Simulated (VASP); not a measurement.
# Nb (R-3m) in VASP: a series of runs

Nb is run at these levels: PBE; tasks: single point, relaxation of cell and atoms.

Everything below comes from runs of VASP 6.6.1. Logs are shortened: lines on timing, memory, paths and dates and some standing lists are left out, and cuts for length are marked.

## 1. The cell of the first run

Symmetry: R-3m, No. 166, trigonal system. Conventional cell: a = 3.152 Å, b = 3.152 Å, c = 6.536 Å, α = 90.00°, β = 90.00°, γ = 120.00°. Within 3.7 Å of Nb (site symmetry -3m) lie 12 Nb at 2.84 to 3.15 Å.

## 2. Single point, PBE

Contents of INCAR:

```
PREC = Accurate ; ENCUT = 520
EDIFF = 1E-6 ; ISMEAR = 0
SIGMA = 0.1 ; LREAL = False
LASPH = True ; NELM = 60
ALGO = Normal ; ISIF = 2
LWAVE = False ; LCHARG = True
GGA = PE ; LELF = True
LVHAR = True ; NBANDS = 20
```

Contents of KPOINTS:

```
regular mesh
0
Gamma
  6 6 6
```

Contents of POSCAR:

```
Nb
1.0
    1.5759625023      0.9098823749      4.3573901470
   -1.5759625023      0.9098823749      4.3573901470
    0.0000000000     -1.8197647499      4.3573901469
Nb
2
Direct
    0.2500165274      0.2500165274      0.2500165274
    0.7499834726      0.7499834726      0.7499834726
```

Potentials or basis: VASP PAW PBE potentials, release 64 (Nb_sv).

Launch:

```bash
cat potpaw_PBE.64/Nb_sv/POTCAR > POTCAR
mpirun -np 1 vasp_std > vasp.out
```

OUTCAR:

```text
PREC = Accurate
   ENCUT = 520
   EDIFF = 1E-6
   ISMEAR = 0
   LREAL = False
   LASPH = True
   NELM = 60
   ISIF = 2
   GGA = PE

 ion  position               nearest neighbor table
   1  0.250  0.250  0.250-   2 2.84   2 2.84   2 2.84   2 2.84   2 2.84   2 2.84
   2  0.750  0.750  0.750-   1 2.84   1 2.84   1 2.84   1 2.84   1 2.84   1 2.84

  LATTYP: Found a trigonal (rhomboedric) cell.
 ALAT       =     4.7221173893
 COS(alpha) =     0.7772343640

  Lattice vectors:

 A1 = (   1.5759625023,   0.9098823749,   4.3573901470)
 A2 = (  -1.5759625023,   0.9098823749,   4.3573901470)
 A3 = (   0.0000000000,  -1.8197647499,   4.3573901469)

Analysis of symmetry for initial positions (statically):
=====================================================================
 Subroutine PRICEL returns:
 Original cell was already a primitive cell.

 Routine SETGRP: Setting up the symmetry group for a
 trigonal (rhombohedral) supercell.

 Subroutine GETGRP returns: Found 12 space group operations
 (whereof 12 operations were pure point group operations)
 out of a pool of 12 trial point group operations.

The static configuration has the point symmetry D_3d.

Analysis of symmetry for dynamics (positions and initial velocities):
=====================================================================
 Subroutine PRICEL returns:
 Original cell was already a primitive cell.

 Routine SETGRP: Setting up the symmetry group for a
 trigonal (rhombohedral) supercell.

 Subroutine GETGRP returns: Found 12 space group operations
 (whereof 12 operations were pure point group operations)
 out of a pool of 12 trial point group operations.

The dynamic configuration has the point symmetry D_3d.

 Subroutine INISYM returns: Found 12 space group operations
 (whereof 12 operations are pure point group operations),
 and found     1 'primitive' translations

----------------------------------------------------------------------------------------

                                     Primitive cell

  volume of cell :      37.4894

  direct lattice vectors                    reciprocal lattice vectors
     1.575962502  0.909882375  4.357390147     0.317266432  0.183173860  0.076498391
    -1.575962502  0.909882375  4.357390147    -0.317266432  0.183173860  0.076498391
     0.000000000 -1.819764750  4.357390147     0.000000000 -0.366347720  0.076498391

  length of vectors
     4.722117389  4.722117389  4.722117389     0.374249456  0.374249456  0.374249456

  position of ions in fractional coordinates (direct lattice)
     0.250016527  0.250016527  0.250016527
     0.749983473  0.749983473  0.749983473

  ion indices of the primitive-cell ions
   primitive index   ion index
                 1           1
                 2           2

----------------------------------------------------------------------------------------

 KPOINTS: regular mesh

Automatic generation of k-mesh.
 Grid dimensions read from file:
 generate k-points for:    6    6    6

 Generating k-lattice:

  Cartesian coordinates                     Fractional coordinates (reciprocal lattice)
     0.052877739  0.030528977  0.012749732     0.166666667  0.000000000  0.000000000
    -0.052877739  0.030528977  0.012749732     0.000000000  0.166666667  0.000000000
     0.000000000 -0.061057953  0.012749732    -0.000000000 -0.000000000  0.166666667

  Length of vectors
     0.062374909  0.062374909  0.062374909

  Shift w.r.t. Gamma in fractional coordinates (k-lattice)
     0.000000000  0.000000000  0.000000000

 Subroutine IBZKPT returns following result:
 ===========================================

 Found     32 irreducible k-points:

 Following reciprocal coordinates:
            Coordinates               Weight
  0.000000  0.000000  0.000000      1.000000
  0.166667  0.000000  0.000000      6.000000
  0.333333  0.000000 -0.000000      6.000000
  0.500000  0.000000  0.000000      3.000000
  0.166667  0.166667  0.000000      6.000000
  0.333333  0.166667  0.000000     12.000000
[... 16 lines left out ...]
  0.500000  0.500000  0.166667      6.000000
 -0.333333  0.500000  0.166667     12.000000
 [... further k-points ...]
   k-points           NKPTS =     32   k-points in BZ     NKDIM =     32   number of bands    NBANDS=     20
   number of dos      NEDOS =    301   number of ions     NIONS =      2
   total plane-waves  NPLWV =  46656
   dimension x,y,z NGX =    36 NGY =   36 NGZ =   36
   dimension x,y,z NGXF=    72 NGYF=   72 NGZF=   72
   ions per type =               2
   NGX,Y,Z   is equivalent  to a cutoff of  12.67, 12.67, 12.67 a.u.
   NGXF,Y,Z  is equivalent  to a cutoff of  25.35, 25.35, 25.35 a.u.
 SYSTEM =  unknown system
   PREC   = accura    normal or accurate (medium, high low for compatibility)
   ISTART =      0    job   : 0-new  1-cont  2-samecut
   ICHARG =      2    charge: 1-file 2-atom 10-const
   ISPIN  =      1    spin polarized calculation?
   LNONCOLLINEAR =      F non collinear calculations
   LSORBIT =      F    spin-orbit coupling
   LASPH  =      T    aspherical Exc in radial PAW
   ENCUT  =  520.0 eV  38.22 Ry    6.18 a.u.   8.78  8.78  8.78*2*pi/ulx,y,z
   NELM   =     60;   NELMIN=  2; NELMDL= -5     # of ELM steps
   EDIFF  = 0.1E-05   stopping-criterion for ELM
   LREAL  =      F    real-space projection
   EDIFFG = 0.1E-04   stopping-criterion for IOM
   NSW    =      0    number of steps for IOM
   IBRION =     -1    ionic relax: 0-MD 1-quasi-New 2-CG
   NFREE  =      0    steps in history (QN), initial steepest desc. (CG)
   ISIF   =      2    stress and relaxation
   ISYM   =      2    0-nonsym 1-usesym 2-fastsym
   POTIM  = 0.5000    time-step for ionic-motion
   TEBEG  =    0.0;   TEEND  =   0.0 temperature during run
   PSTRESS=    0.0 pullay stress
   NELECT =      26.0000    total number of electrons
   NUPDOWN=      -1.0000    fix difference up-down
   EMIN   =  10.00;   EMAX   =-10.00  energy-range for DOS
   EFERMI =   0.00;   METHOD = LEGACY
   ISMEAR =     0;   SIGMA  =   0.10  broadening in eV -4-tet -1-fermi 0-gaus
   EFERMI_NEDOS =   21; number of points for ismear=-14 and -15
   IALGO  =     38    algorithm
   IMIX   =      4    mixing-type and parameters
     AMIX     =   0.40;   BMIX     =  1.00
     AMIX_MAG =   1.60;   BMIX_MAG =  1.00
  volume/ion in A,a.u.               =      18.74       126.50
  Fermi-wavevector in a.u.,A,eV,Ry     =   1.449093  2.738389 28.570483  2.099871
  Thomas-Fermi vector in A             =   2.566859
   LORBIT       =      0    0 simple, 1 ext, 2 COOP (PROOUT), +10 PAW based schemes
   GGA     = PE    functional components
   LHFCALC =     F    Hartree Fock is set to
   AEXX    =    0.0000 exact exchange contribution
   IVDW    =     0    specifies the selected vdW correction
   LEPSILON=     F    determine dielectric tensor
   LRPA    =     F    only Hartree local field effects (RPA)
 non-spin polarized calculation
 Gauss-broadening in eV      SIGMA  =   0.10
  energy-cutoff  :      520.00
  volume of cell :       37.49
 maximum number of plane-waves:      1020
   NGX = 17   NGY = 17   NGZ = 17

 number of electron      25.9999999 magnetization

 Free energy of the ion-electron system (eV)
  ---------------------------------------------------
  ext. energy  EPLUGINS =         0.00000000
  ---------------------------------------------------
  free energy    TOTEN  =       -19.90039733 eV

  energy without entropy =      -19.88626742  energy(sigma->0) =      -19.89333238

 E-fermi :  10.8265     XC(G=0): -12.2721

 val. band max:       10.8128034220   @ k =  -0.3333   0.3333   0.1667
 cond. band min:      10.8676423983   @ k =   0.3333   0.3333   0.3333
 fundamental gap:      0.0548389764
 Fermi energy:        10.8265438497

 k-point     1 :       0.0000    0.0000    0.0000
  band No.  band energies     occupation
      1     -43.7809      2.00000
      2     -43.4403      2.00000
      3     -20.4839      2.00000
      4     -19.5698      2.00000
      5     -19.5698      2.00000
      6     -19.2288      2.00000
[... 12 lines left out ...]
     19      16.4164      0.00000
     20      16.4164      0.00000

 k-point     2 :       0.1667    0.0000    0.0000
  band No.  band energies     occupation
      1     -43.7419      2.00000
      2     -43.4466      2.00000
      3     -20.3682      2.00000
      4     -19.6852      2.00000
      5     -19.5811      2.00000
      6     -19.4017      2.00000
[... 12 lines left out ...]
     19      15.7563      0.00000
     20      18.3702      0.00000

 k-point     3 :       0.3333    0.0000   -0.0000
  band No.  band energies     occupation
      1     -43.6470      2.00000
      2     -43.4761      2.00000
      3     -20.0598      2.00000
      4     -19.8985      2.00000
      5     -19.7475      2.00000
      6     -19.5866      2.00000
[... 12 lines left out ...]
     19      14.8657      0.00000
     20      19.6577      0.00000

 k-point     4 :       0.5000    0.0000    0.0000
  band No.  band energies     occupation
      1     -43.5451      2.00000
      2     -43.5449      2.00000
      3     -19.9591      2.00000
      4     -19.9586      2.00000
      5     -19.6565      2.00000
      6     -19.6561      2.00000
[... 12 lines left out ...]
     19      17.3294      0.00000
     20      17.3299      0.00000

 k-point     5 :       0.1667    0.1667    0.0000
  band No.  band energies     occupation
      1     -43.7364      2.00000
      2     -43.4524      2.00000
      3     -20.3648      2.00000
      4     -19.6282      2.00000
      5     -19.6035      2.00000
      6     -19.5036      2.00000
[... 12 lines left out ...]
     19      16.5341      0.00000
     20      17.5630      0.00000
[... 353 lines left out ...]
      6     -19.6401      2.00000
[... 12 lines left out ...]
     19      16.3661      0.00000
     20      17.8165      0.00000

 k-point    22 :      -0.1667    0.3333    0.1667
  band No.  band energies     occupation
      1     -43.6012      2.00000
      2     -43.4879      2.00000
      3     -20.1938      2.00000
      4     -20.1176      2.00000
      5     -19.8005      2.00000
      6     -19.5017      2.00000
[... 12 lines left out ...]
     19      16.0406      0.00000
     20      19.5061      0.00000

 k-point    23 :       0.5000    0.5000    0.1667
  band No.  band energies     occupation
      1     -43.6103      2.00000
      2     -43.5129      2.00000
      3     -20.2440      2.00000
      4     -20.2275      2.00000
      5     -19.7327      2.00000
      6     -19.3000      2.00000
[... 12 lines left out ...]
     19      16.1321      0.00000
     20      16.1518      0.00000

 k-point    24 :      -0.3333    0.5000    0.1667
  band No.  band energies     occupation
      1     -43.5726      2.00000
      2     -43.5165      2.00000
      3     -20.3083      2.00000
      4     -20.2472      2.00000
      5     -19.7811      2.00000
      6     -19.4460      2.00000
[... 12 lines left out ...]
     19      16.4785      0.00000
     20      17.3712      0.00000

 [... further k-points ...]

------------------------ aborting loop because EDIFF is reached ----------------------------------------

  FORCE on cell =-STRESS in cart. coord.  units (eV):
  Direction    XX          YY          ZZ          XY          YZ          ZX
  --------------------------------------------------------------------------------------
  -------------------------------------------------------------------------------------
  Total       -0.0731156     -0.0731156     -0.1434910      0.0000000     -0.0000000      0.0000000
  in kB       -3.1247265     -3.1247265     -6.1323445      0.0000000     -0.0000000      0.0000000
  external PRESSURE =      -4.1272658 kB  Pullay stress =       0.0000000 kB

 VOLUME and BASIS-vectors are now :
 -----------------------------------------------------------------------------
  energy-cutoff  :      520.00
  volume of cell :       37.49
      direct lattice vectors                 reciprocal lattice vectors
     1.575962502  0.909882375  4.357390147     0.317266432  0.183173860  0.076498391
    -1.575962502  0.909882375  4.357390147    -0.317266432  0.183173860  0.076498391
     0.000000000 -1.819764750  4.357390147     0.000000000 -0.366347720  0.076498391

 POSITION                                       TOTAL-FORCE (eV/Angst)
 -----------------------------------------------------------------------------------
      0.00000     -0.00000      3.26826         0.000000      0.000000     -0.003778
      0.00000     -0.00000      9.80391         0.000000     -0.000000      0.003778
 -----------------------------------------------------------------------------------
    total drift:                                0.000000     -0.000000      0.000000

  FREE ENERGIE OF THE ION-ELECTRON SYSTEM (eV)
  ---------------------------------------------------
  free  energy   TOTEN  =       -19.9003973333 eV

  energy  without entropy=      -19.8862674180  energy(sigma->0) =      -19.89333238
```

It took 42 s on 1 thread of Intel Xeon Platinum 8375C at 2.90GHz (Ice Lake), shared host; peak memory 0.2 GiB.

Results:

```
Free energy            : -19.9004 eV
Pressure               : -0.4 GPa
Largest force          : 0.004 eV/Å
Band gap on the k mesh : zero (band 13 reaches 11.92 eV, above the bottom of band 14 at 10.22 eV)
```

Forces in eV/Å, atoms in the order of the input:
```
Nb   0.000  0.000 -0.004
Nb   0.000  0.000  0.004
```

Stress tensor (GPa, compression positive):
```
-0.31  0.00  0.00
 0.00 -0.31  0.00
 0.00  0.00 -0.61
```

Caveat: the k points lie up to 0.39 Å⁻¹ apart.

## 3. Relaxation of cell and atoms, PBE

This run uses another cell than the first one, of 19.08 Å³/atom, 1.018 times its volume.

Contents of INCAR:

```
SYSTEM = Nb
PREC = Accurate ; ENCUT = 600
EDIFF = 1E-6 ; ISMEAR = 0
SIGMA = 0.1 ; LREAL = .False.
LASPH = .True. ; NELM = 60
ALGO = Normal ; ISIF = 3
LWAVE = .False. ; LCHARG = .False.
GGA = PE ; IBRION = 2
NSW = 90 ; EDIFFG = -0.04
```

Contents of KPOINTS:

```
Automatic mesh
0
Gamma
  6 6 6
  0 0 0
```

Contents of POSCAR:

```
Nb
1.0
    1.8112095488      1.0457023205      3.3586709567
   -1.8112095488      1.0457023205      3.3586709567
    0.0000000000     -2.0914046411      3.3586709567
Nb
2
Direct
    0.2275400000      0.2275400000      0.2275400000
    0.7724600000      0.7724600000      0.7724600000
```

Potentials or basis: VASP PAW PBE potentials, release 64 (Nb_sv).

Launch:

```bash
cat potpaw_PBE.64/Nb_sv/POTCAR > POTCAR
mpirun -np 1 vasp_std > vasp.out
```

Run time: 3.8 min. Hardware: 1 thread of Intel Xeon Platinum 8375C at 2.90GHz (Ice Lake), shared host; peak memory 0.2 GiB.

The run converged. Its results:

* Free energy: -19.8912 eV
* Relaxed volume: 18.68 Å³/atom
* Relaxed cell: a = 4.697 Å, b = 4.697 Å, c = 4.697 Å, α = 39.27°, β = 39.27°, γ = 39.27°
* Space group after relaxing (to 0.05 Å): R-3m (No. 166)
* Energy gained by relaxing: 1219.5 meV/atom
* Ionic steps: 14
* Pressure after relaxing: 0.0 GPa
* Largest force after relaxing: 0.035 eV/Å
* Band gap on the k mesh: zero (band 13 reaches 11.96 eV, above the bottom of band 14 at 10.27 eV)

Forces in eV/Å, atoms in the order of the input:
```
Nb   0.000  0.000  0.035
Nb   0.000  0.000 -0.035
```

Stress tensor (GPa, compression positive):
```
-0.09  0.00  0.00
 0.00 -0.09  0.00
 0.00  0.00  0.18
```

Step by step:
| step | energy change (eV) | largest force (eV/Å) | pressure (GPa) | volume (Å³) |
| --- | --- | --- | --- | --- |
| 1 | 0.0000 | 4.8163 | 11.98 | 38.17 |
| 2 | -1.0018 | 0.1079 | -16.77 | 46.59 |
| 3 | -1.1298 | 0.9037 | -12.97 | 44.50 |
| 4 | -1.6750 | 2.7106 | 3.18 | 38.36 |
| 5 | -1.7059 | 1.9892 | -1.70 | 39.45 |
| 6 | -2.2410 | 1.7246 | 10.42 | 35.58 |
| 7 | -2.2480 | 1.7164 | 9.12 | 35.83 |
| 8 | -2.3525 | 0.0632 | -9.85 | 40.02 |
| 9 | -2.4033 | 0.5464 | -3.95 | 38.38 |
| 10 | -2.4380 | 0.0806 | 0.99 | 37.15 |
| 11 | -2.4388 | 0.0068 | 0.27 | 37.30 |
| 12 | -2.4387 | 0.0052 | 0.35 | 37.28 |
| 13 | -2.4389 | 0.0439 | -0.08 | 37.39 |
| 14 | -2.4389 | 0.0354 | 0.00 | 37.36 |

Final structure:
```yaml
crystal:
  lattice:
    - [1.57850, 0.91135, 4.32896]
    - [-1.57850, 0.91135, 4.32896]
    - [0.00000, -1.82270, 4.32896]
  atoms:
    - { symbol: Nb, position: [0.24984, 0.24984, 0.24984] }
    - { symbol: Nb, position: [0.75016, 0.75016, 0.75016] }
```

Levels at points of the mesh, in eV from the Fermi level:
```
           k point  band 10  band 11  band 12  band 13  band 14  band 15  band 16  band 17
(0.00, 0.00, 0.00)    -3.74    -0.87    -0.87    -0.59    -0.59     2.19     3.30     3.30
(0.50, 0.00, 0.00)    -2.51    -1.25    -1.25     0.16     0.18     1.38     1.41     4.08
(0.50, 0.50, 0.00)    -3.59    -3.08    -1.00     1.09     1.85     3.77     3.92     5.01
(0.50, 0.50, 0.50)    -3.84     0.34     0.39     0.49     0.49     0.50     0.50     2.22
```
